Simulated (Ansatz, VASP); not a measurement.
# TeP2: VASP beside Ansatz

```
Te P
1.0
     3.23692    0.00000    0.00000
     0.00000    3.23692    0.00000
     0.00000    0.00000    6.67857
Te P
1 2
Direct
  0.00000 0.00000 0.00000
  0.50000 0.50000 0.29500
  0.50000 0.50000 0.70500
```

Change from the starting cell: species swapped into the Ga2Cu type (P4/mmm, No. 123).

Alike in both runs: task relaxation of cell and atoms; functional PBE; k mesh 6 × 6 × 4; occupations gaussian, width 0.1 eV; no spin polarisation.

|  | VASP | Ansatz |
| --- | --- | --- |
| version | VASP 6.6.1 | Ansatz 0.2.0 |
| potentials or method | VASP PAW PBE potentials, release 64 (Te, P), cutoff 600 eV | scalar-relativistic, plane waves, PAW |
| valence electrons in the cell | 16 | 26 |

|  | VASP | Ansatz | Ansatz less VASP |
| --- | --- | --- | --- |
| gap on the k mesh at the Fermi level, each at its own relaxed structure (eV) | none | none | - |
| relaxed volume (Å³/atom) | 22.88 | 22.79 | -0.084 |
| relaxed cell length with the largest relative difference (Å) | 5.004 | 5.024 | +0.0201 |

A gap of «none» marks a metal or a gap that the smearing closes. VASP's potentials hold 16 valence electrons a cell and Ansatz's 26, so a difference there can come from the potentials and not from the codes.

Spin-orbit coupling is off throughout.
